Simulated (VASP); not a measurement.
TaSi2, 3 atoms in the cell. The typed cell holds 3 atoms: a = 3.522 Å, b = 3.522 Å, c = 4.008 Å, α = 90.00°, β = 90.00°, γ = 90.00°. 

```yaml
Program: VASP 6.6.1
Task: single point
Functional: PBE
Potentials_or_basis: VASP PAW PBE potentials, release 64 (Ta_pv, Si)
Cutoff: 500 eV
k_mesh: 7 × 7 × 3
Occupations: gaussian, width 0.2 eV
Spin: no spin polarisation
Dipole_correction: no
Further_INCAR_settings: ALGO = Normal; EDIFF = 1e-06; NBANDS = 16
```

Potentials or basis: VASP PAW PBE potentials, release 64 (Ta_pv, Si).

The run is started by

```bash
$ cat potpaw_PBE.64/Ta_pv/POTCAR potpaw_PBE.64/Si/POTCAR > POTCAR
$ mpirun -np 1 vasp_std > vasp.out
```

Hardware: 1 thread of Intel Xeon 8259CL, with other jobs on the host.

Question: Estimate the wall time of this run.

Answer: Run time: 20 s on 1 thread of Intel Xeon 8259CL, with other jobs on the host, peak memory 0.16 GiB. Counts: scf iterations 12, k points 20.
